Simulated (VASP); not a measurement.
Write the native input for VASP 6.6.1 that does the following.

```yaml
Task: relaxation of cell and atoms
Functional: PBE
Potentials_or_basis: VASP PAW PBE potentials, release 64 (Fe, Si)
Cutoff: 600 eV
k_mesh: 6 × 6 × 6
Occupations: fermi-dirac, width 0.02 eV
Spin: no spin polarisation
Dipole_correction: no
Further_INCAR_settings: ALGO = Normal; EDIFF = 1e-07; IBRION = 2; EDIFFG = -0.005; NSW = 80; ISIF = 3
```

The structure of FeSi lies in POSCAR:

```
FeSi
1.0
    4.4022097900      0.0000000000      0.0000000000
    0.0000000000      4.4022097900      0.0000000000
    0.0000000000      0.0000000000      4.4022097900
Fe Si
4 4
Direct
    0.8630876900      0.6369123100      0.3630876900
    0.6369123100      0.3630876900      0.8630876900
    0.3630876900      0.8630876900      0.6369123100
    0.1369123100      0.1369123100      0.1369123100
    0.1586982700      0.3413017300      0.6586982700
    0.3413017300      0.6586982700      0.1586982700
    0.6586982700      0.1586982700      0.3413017300
    0.8413017300      0.8413017300      0.8413017300
```

The input as run:

INCAR

```
SYSTEM = FeSi
PREC = Accurate ; ENCUT = 600
EDIFF = 1E-7 ; ISMEAR = -1
SIGMA = 0.02 ; LREAL = .False.
LASPH = .True. ; NELM = 80
ALGO = Normal ; ISIF = 3
LWAVE = .False. ; LCHARG = .False.
GGA = PE ; IBRION = 2
NSW = 80 ; EDIFFG = -0.005
```

KPOINTS

```
regular mesh
0
Gamma
  6 6 6
  0 0 0
```

Potentials or basis: VASP PAW PBE potentials, release 64 (Fe, Si).

Command:

```bash
$ cat potpaw_PBE.64/Fe/POTCAR potpaw_PBE.64/Si/POTCAR > POTCAR
$ mpirun -np 1 vasp_std > vasp.out
```

It gave:

| Property | Result |
| --- | --- |
| Relaxed volume | 11.00 Å³/atom |
| Relaxed cell | a = 4.448 Å, b = 4.448 Å, c = 4.448 Å, α = 90.00°, β = 90.00°, γ = 90.00° |
| Space group after relaxing (to 0.1 Å) | P2_13 (No. 198) |
| Energy gained by relaxing | 7.6 meV/atom |
| Ionic steps | 11 |
| Pressure after relaxing | 0.0 GPa |
| Band gap on the k mesh | 0.17 eV |

It took 3.6 min on 1 thread of Intel(R) Xeon(R) 6975P-C (Granite Rapids) (shared host), peak memory 0.24 GiB.
